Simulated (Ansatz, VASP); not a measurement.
**ZnSe in VASP and in Ansatz**

```xyz
2
Lattice="0.0000 2.7651 2.7651 2.7651 0.0000 2.7651 2.7651 2.7651 0.0000" Properties=species:S:1:pos:R:3 pbc="T T T"
Zn    0.0000    0.0000    0.0000
Se    4.1476    4.1476    4.1476
```

Alike in both runs: task single point; functional LDA; k mesh 8 × 8 × 8; no spin polarisation.

```csv
,VASP,Ansatz
version,VASP 6.6.1,Ansatz 0.2.0
potentials or method,"VASP PAW LDA potentials, release 64 (Zn, Se), cutoff 520 eV","scalar-relativistic, plane waves, PAW"
occupations,"gaussian, width 0.01 eV",fixed
valence electrons in the cell,18,28
```

VASP gave:

```
gap on the k mesh at the Fermi level (eV) : 1.38
least direct gap on the mesh (eV)         : 1.38
pressure (GPa)                            : 1.9
```

**Question.** What did Ansatz give for the same quantities?

**Answer.** gap on the k mesh at the Fermi level (eV): 1.33; least direct gap on the mesh (eV): 1.33; pressure (GPa): 1.5.

LDA's correlation is that of Perdew and Zunger in VASP and of Perdew and Wang (1992) in Ansatz. VASP's potentials hold 18 valence electrons a cell and Ansatz's 28, so a difference there can come from the potentials and not from the codes.
